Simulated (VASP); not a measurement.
# NbB2P3 (P6/mmm) in VASP: notebook, part 2 of 2

VASP 6.6.1.

**3. Single point, PBE**

This run uses another cell than the first one, of 14.31 Å³/atom.

Contents of INCAR:

```
SYSTEM = NbB2P3
PREC     = Accurate       ! precision mode
ENCUT    = 520            ! plane-wave cutoff, eV
EDIFF    = 1E-7           ! SCF threshold, eV
ISMEAR   = 0              ! smearing method
SIGMA    = 0.1            ! smearing width, eV
LREAL    = .False.        ! projectors in reciprocal space
LASPH    = .True.         ! aspherical terms in the spheres
NELM     = 60             ! most SCF steps
ALGO     = Normal         ! electronic algorithm
ISIF     = 2              ! what is computed and relaxed
LWAVE    = .False.        ! write WAVECAR
LCHARG   = .False.        ! write CHGCAR
GGA      = PE             ! functional
NBANDS   = 26             ! bands
```

Contents of KPOINTS:

```
regular mesh
0
Gamma
  6 6 6
  0 0 0
```

Contents of POSCAR:

```
NbB2P3
1.0
    5.6666151900      0.0000000000      0.0000000000
   -2.8333076000      4.9074327100      0.0000000000
    0.0000000000      0.0000000000      3.0883673900
Nb B P
1 2 3
Direct
    0.0000000000      0.0000000000      0.0000000000
    0.3333333300      0.6666666700      0.0000000000
    0.6666666700      0.3333333300      0.0000000000
    0.5000000000      0.0000000000      0.5000000000
    0.5000000000      0.5000000000      0.5000000000
    0.0000000000      0.5000000000      0.5000000000
```

Potentials or basis: VASP PAW PBE potentials, release 64 (Nb_sv, B, P).

On the command line:

```bash
cat potpaw_PBE.64/Nb_sv/POTCAR potpaw_PBE.64/B/POTCAR potpaw_PBE.64/P/POTCAR > POTCAR
mpirun -np 1 vasp_std > vasp.out
```

OUTCAR:

```text
SYSTEM = NbB2P3
   PREC = Accurate
   ENCUT = 520
   EDIFF = 1E-7
   ISMEAR = 0
   LREAL = .False.
   LASPH = .True.
   NELM = 60
   ISIF = 2
   GGA = PE

 ion  position               nearest neighbor table
   1  0.000  0.000  0.000-
   2  0.333  0.667  0.000-   6 2.25   6 2.25   4 2.25   4 2.25   5 2.25   5 2.25
   3  0.667  0.333  0.000-   6 2.25   6 2.25   4 2.25   4 2.25   5 2.25   5 2.25
   4  0.500  0.000  0.500-   2 2.25   3 2.25   2 2.25   3 2.25   6 2.83   6 2.83   5 2.83   5 2.83

   5  0.500  0.500  0.500-   2 2.25   3 2.25   2 2.25   3 2.25   6 2.83   6 2.83   4 2.83   4 2.83

   6  0.000  0.500  0.500-   2 2.25   3 2.25   2 2.25   3 2.25   4 2.83   4 2.83   5 2.83   5 2.83

  LATTYP: Found a hexagonal cell.
 ALAT       =     5.6666151900
 C/A-ratio  =     0.5450109609

  Lattice vectors:

 A1 = (   5.6666151900,   0.0000000000,   0.0000000000)
 A2 = (  -2.8333076000,   4.9074327100,   0.0000000000)
 A3 = (   0.0000000000,   0.0000000000,   3.0883673900)

Analysis of symmetry for initial positions (statically):
=====================================================================
 Subroutine PRICEL returns:
 Original cell was already a primitive cell.

 Routine SETGRP: Setting up the symmetry group for a
 hexagonal supercell.

 Subroutine GETGRP returns: Found 24 space group operations
 (whereof 24 operations were pure point group operations)
 out of a pool of 24 trial point group operations.

The static configuration has the point symmetry D_6h.

Analysis of symmetry for dynamics (positions and initial velocities):
=====================================================================
 Subroutine PRICEL returns:
 Original cell was already a primitive cell.

 Routine SETGRP: Setting up the symmetry group for a
 hexagonal supercell.

 Subroutine GETGRP returns: Found 24 space group operations
 (whereof 24 operations were pure point group operations)
 out of a pool of 24 trial point group operations.

The dynamic configuration has the point symmetry D_6h.

 Subroutine INISYM returns: Found 24 space group operations
 (whereof 24 operations are pure point group operations),
 and found     1 'primitive' translations

----------------------------------------------------------------------------------------

                                     Primitive cell

  volume of cell :      85.8830

  direct lattice vectors                    reciprocal lattice vectors
     5.666615190  0.000000000  0.000000000     0.176472191  0.101886267  0.000000000
    -2.833307600  4.907432710  0.000000000     0.000000000  0.203772534  0.000000000
     0.000000000  0.000000000  3.088367390     0.000000000  0.000000000  0.323795674

  length of vectors
     5.666615190  5.666615194  3.088367390     0.203772534  0.203772534  0.323795674

  position of ions in fractional coordinates (direct lattice)
     0.000000000  0.000000000  0.000000000
     0.333333330  0.666666670  0.000000000
     0.666666670  0.333333330  0.000000000
     0.500000000  0.000000000  0.500000000
     0.500000000  0.500000000  0.500000000
     0.000000000  0.500000000  0.500000000

  ion indices of the primitive-cell ions
   primitive index   ion index
                 1           1
                 2           2
[... 33 lines left out ...]
  0.000000  0.000000  0.000000      1.000000
  0.166667  0.000000  0.000000      6.000000
  0.333333  0.000000  0.000000      6.000000
  0.500000  0.000000  0.000000      3.000000
  0.166667  0.166667  0.000000      6.000000
  0.333333  0.166667  0.000000     12.000000
[... 16 lines left out ...]
  0.166667  0.000000  0.500000      6.000000
  0.333333  0.000000  0.500000      6.000000
 [... further k-points ...]
   k-points           NKPTS =     28   k-points in BZ     NKDIM =     28   number of bands    NBANDS=     26
   number of dos      NEDOS =    301   number of ions     NIONS =      6
   total plane-waves  NPLWV =  42336
   dimension x,y,z NGX =    42 NGY =   42 NGZ =   24
   dimension x,y,z NGXF=    84 NGYF=   84 NGZF=   48
   ions per type =               1   2   3
   NGX,Y,Z   is equivalent  to a cutoff of  12.32, 12.32, 12.92 a.u.
   NGXF,Y,Z  is equivalent  to a cutoff of  24.64, 24.64, 25.84 a.u.
 SYSTEM =  NbB2P3
   PREC   = accura    normal or accurate (medium, high low for compatibility)
   ISTART =      0    job   : 0-new  1-cont  2-samecut
   ICHARG =      2    charge: 1-file 2-atom 10-const
   ISPIN  =      1    spin polarized calculation?
   LNONCOLLINEAR =      F non collinear calculations
   LSORBIT =      F    spin-orbit coupling
   LASPH  =      T    aspherical Exc in radial PAW
   ENCUT  =  520.0 eV  38.22 Ry    6.18 a.u.  10.54 10.54  5.74*2*pi/ulx,y,z
   NELM   =     60;   NELMIN=  2; NELMDL= -5     # of ELM steps
   EDIFF  = 0.1E-06   stopping-criterion for ELM
   LREAL  =      F    real-space projection
   EDIFFG = 0.1E-05   stopping-criterion for IOM
   NSW    =      0    number of steps for IOM
   IBRION =     -1    ionic relax: 0-MD 1-quasi-New 2-CG
   NFREE  =      0    steps in history (QN), initial steepest desc. (CG)
   ISIF   =      2    stress and relaxation
   ISYM   =      2    0-nonsym 1-usesym 2-fastsym
   POTIM  = 0.5000    time-step for ionic-motion
   TEBEG  =    0.0;   TEEND  =   0.0 temperature during run
   PSTRESS=    0.0 pullay stress
   NELECT =      34.0000    total number of electrons
   NUPDOWN=      -1.0000    fix difference up-down
   EMIN   =  10.00;   EMAX   =-10.00  energy-range for DOS
   EFERMI =   0.00;   METHOD = LEGACY
   ISMEAR =     0;   SIGMA  =   0.10  broadening in eV -4-tet -1-fermi 0-gaus
   EFERMI_NEDOS =   21; number of points for ismear=-14 and -15
   IALGO  =     38    algorithm
   IMIX   =      4    mixing-type and parameters
     AMIX     =   0.40;   BMIX     =  1.00
     AMIX_MAG =   1.60;   BMIX_MAG =  1.00
  volume/ion in A,a.u.               =      14.31        96.59
  Fermi-wavevector in a.u.,A,eV,Ry     =   1.202077  2.271595 19.660256  1.444988
  Thomas-Fermi vector in A             =   2.337868
   LORBIT       =      0    0 simple, 1 ext, 2 COOP (PROOUT), +10 PAW based schemes
   GGA     = PE    functional components
   LHFCALC =     F    Hartree Fock is set to
   AEXX    =    0.0000 exact exchange contribution
   IVDW    =     0    specifies the selected vdW correction
   LEPSILON=     F    determine dielectric tensor
   LRPA    =     F    only Hartree local field effects (RPA)
 non-spin polarized calculation
 Gauss-broadening in eV      SIGMA  =   0.10
  energy-cutoff  :      520.00
  volume of cell :       85.88
 maximum number of plane-waves:      2352
   NGX = 21   NGY = 21   NGZ = 11

 number of electron      33.9999998 magnetization

 Free energy of the ion-electron system (eV)
  ---------------------------------------------------
  ext. energy  EPLUGINS =         0.00000000
  ---------------------------------------------------
  free energy    TOTEN  =       -34.52277251 eV

  energy without entropy =      -34.50242006  energy(sigma->0) =      -34.51259628

 E-fermi :   8.4582     XC(G=0): -11.2208

 val. band max:        8.4477593378   @ k =   0.3333   0.0000   0.3333
 cond. band min:       8.4661884521   @ k =   0.5000   0.0000   0.5000
 fundamental gap:      0.0184291143
 Fermi energy:         8.4582346630

 k-point     1 :       0.0000    0.0000    0.0000
  band No.  band energies     occupation
      1     -47.6058      2.00000
      2     -23.6830      2.00000
      3     -23.6830      2.00000
      4     -23.1994      2.00000
      5      -6.6661      2.00000
      6      -2.4885      2.00000
[... 685 lines left out ...]
     25      12.4526      0.00000
     26      12.9565      0.00000

 [... further k-points ...]

------------------------ aborting loop because EDIFF is reached ----------------------------------------

  FORCE on cell =-STRESS in cart. coord.  units (eV):
  Direction    XX          YY          ZZ          XY          YZ          ZX
  --------------------------------------------------------------------------------------
  -------------------------------------------------------------------------------------
  Total       -9.3198222     -9.3198222    -11.6977803      0.0000000     -0.0000000     -0.0000000
  in kB     -173.8646048   -173.8646049   -218.2262599      0.0000002     -0.0000000     -0.0000000
  external PRESSURE =    -188.6518232 kB  Pullay stress =       0.0000000 kB

 VOLUME and BASIS-vectors are now :
 -----------------------------------------------------------------------------
  energy-cutoff  :      520.00
  volume of cell :       85.88
      direct lattice vectors                 reciprocal lattice vectors
     5.666615190  0.000000000  0.000000000     0.176472191  0.101886267  0.000000000
    -2.833307600  4.907432710  0.000000000     0.000000000  0.203772534  0.000000000
     0.000000000  0.000000000  3.088367390     0.000000000  0.000000000  0.323795674

 POSITION                                       TOTAL-FORCE (eV/Angst)
 -----------------------------------------------------------------------------------
      0.00000      0.00000      0.00000         0.000000      0.000000      0.000000
     -0.00000      3.27162      0.00000         0.000000     -0.000000      0.000000
      2.83331      1.63581      0.00000        -0.000000      0.000000     -0.000000
      2.83331      0.00000      1.54418         0.000000      0.000000      0.000000
      1.41665      2.45372      1.54418         0.000000      0.000000      0.000000
     -1.41665      2.45372      1.54418         0.000000      0.000000      0.000000
 -----------------------------------------------------------------------------------
    total drift:                               -0.000000     -0.000000      0.000000

  FREE ENERGIE OF THE ION-ELECTRON SYSTEM (eV)
  ---------------------------------------------------
  free  energy   TOTEN  =       -34.5227725084 eV

  energy  without entropy=      -34.5024200604  energy(sigma->0) =      -34.51259628
```

Run time: 77 s. Hardware: 1 thread of Intel Xeon Platinum 8259CL at 2.50GHz (Skylake/Cascade Lake), shared host; peak memory 0.22 GiB.

What came out:

- Free energy: -34.5228 eV
- Pressure: -18.9 GPa
- Band gap on the k mesh: zero (bands 17 and 18 overlap by 2.58 eV)

Levels at points of the mesh, in eV from the Fermi level:
```tsv
k point	band 15	band 16	band 17	band 18	band 19	band 20
(0.00, 0.00, 0.00)	0.06	0.60	0.60	0.63	1.13	1.13
(0.50, 0.00, 0.00)	-1.32	-0.19	0.13	0.71	1.18	1.53
(0.00, 0.00, 0.50)	-0.89	-0.89	0.83	0.83	0.85	0.99
(0.50, 0.00, 0.50)	-1.66	-1.26	-1.20	-0.91	-0.67	0.01
```

Caveat: the cell stands under tension.

**4. Single point, PBE**

This run uses another cell than the first one, of 11.89 Å³/atom.

INCAR: that of step 3 with these lines changed.

```diff
@@ -3,3 +3,3 @@
 ENCUT    = 520            ! plane-wave cutoff, eV
-EDIFF    = 1E-7           ! SCF threshold, eV
+EDIFF    = 1E-6           ! SCF threshold, eV
 ISMEAR   = 0              ! smearing method
```

Contents of KPOINTS:

```
Automatic mesh
0
Gamma
  12 12 12
  0 0 0
```

Contents of POSCAR:

```
NbB2P3
1.0
    5.3183851750      0.0000000000      0.0000000000
   -2.6591925875      4.6058566687      0.0000000000
    0.0000000000      0.0000000000      2.9129211169
Nb B P
1 2 3
Direct
    0.0000000000      0.0000000000      0.0000000000
    0.3333333333      0.6666666667      0.0000000000
    0.6666666667      0.3333333333      0.0000000000
    0.5000000000      0.0000000000      0.5000000000
    0.5000000000      0.5000000000      0.5000000000
    0.0000000000      0.5000000000      0.5000000000
```

On the command line:

```bash
cat potpaw_PBE.64/Nb_sv/POTCAR potpaw_PBE.64/B/POTCAR potpaw_PBE.64/P/POTCAR > POTCAR
mpirun -np 1 vasp_std > vasp.out
```

Run time: 3.6 min. Hardware: 1 thread of Intel Xeon Platinum 8259CL at 2.50GHz (Skylake/Cascade Lake), shared host; peak memory 0.35 GiB.

It converged, with:

```
Free energy            : -35.5245 eV
Pressure               : -0.2 GPa
Band gap on the k mesh : zero (bands 17 and 18 overlap by 2.92 eV)
```

Levels at points of the mesh, in eV from the Fermi level:
```tsv
k point	band 13	band 14	band 15	band 16	band 17	band 18	band 19	band 20	band 21	band 22
(0.00, 0.00, 0.00)	-0.43	0.13	0.19	0.19	0.76	0.76	1.32	1.32	1.95	2.25
(0.50, 0.00, 0.00)	-2.95	-2.50	-1.80	-0.22	0.22	0.77	1.49	1.92	3.14	3.39
(0.00, 0.00, 0.50)	-5.86	-5.86	-1.62	-1.62	0.54	1.10	1.10	1.27	1.27	1.98
(0.50, 0.00, 0.50)	-3.35	-2.94	-1.92	-1.67	-1.48	-1.31	-0.65	-0.03	1.68	2.06
```

**5. Overview**

| cell | k mesh | gap on the mesh (eV) | pressure (GPa) |
| --- | --- | --- | --- |
| a = 5.260, b = 5.260, c = 2.952 Å, angles 90.0, 90.0, 120.0°, 6 atoms | 6 × 6 × 6 | none | -0.4 |
| a = 5.667, b = 5.667, c = 3.088 Å, angles 90.0, 90.0, 120.0°, 6 atoms | 6 × 6 × 6 | none | -18.9 |
| a = 5.318, b = 5.318, c = 2.913 Å, angles 90.0, 90.0, 120.0°, 6 atoms | 12 × 12 × 12 | none | -0.2 |

Alike in all rows: task single point; level PBE; potentials or basis VASP PAW PBE potentials, release 64 (Nb_sv, B, P); no spin polarisation; cutoff (eV) 520; smearing gaussian 0.1 eV.

Caveats: the cell stands under tension (at least some runs).

Absolute energies hang on the potentials; compare differences alone.

The gap in the log of VASP goes by the Fermi energy; the results here count the filled bands.